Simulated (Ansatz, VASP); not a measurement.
## AlN: VASP beside Ansatz

```
N Al
1.0
     3.11369    0.00000    0.00000
    -1.55685    2.69654    0.00000
     0.00000    0.00000   28.04667
N Al
6 6
Cartesian
  0.0000 1.7977 7.5000
  1.5568 0.8988 9.9917
  0.0000 1.7977 12.4834
  1.5568 0.8988 14.9751
  0.0000 1.7977 17.4668
  1.5568 0.8988 19.9585
  1.5568 0.8988 8.0881
  0.0000 1.7977 10.5798
  1.5568 0.8988 13.0715
  0.0000 1.7977 15.5632
  1.5568 0.8988 18.0550
  0.0000 1.7977 20.5467
```

Alike in both runs: task single point; functional PBEsol; k mesh 9 × 9 × 1; occupations gaussian, width 0.05 eV; no spin polarisation.

|  | VASP | Ansatz |
| --- | --- | --- |
| version | VASP 6.6.1 | Ansatz 0.2.0 |
| potentials or method | VASP PAW PBE potentials, release 64 (N, Al), cutoff 520 eV | scalar-relativistic, plane waves, PAW |
| valence electrons in the cell | 48 | 48 |

```tsv
	VASP	Ansatz	Ansatz less VASP
gap on the k mesh at the Fermi level (eV)	none	none	-
rms of the force components (eV/Å)	0.564	0.563	-0.0008
```

VASP's potentials were made for PBE, not for PBEsol. A gap of «none» marks a metal or a gap that the smearing closes.
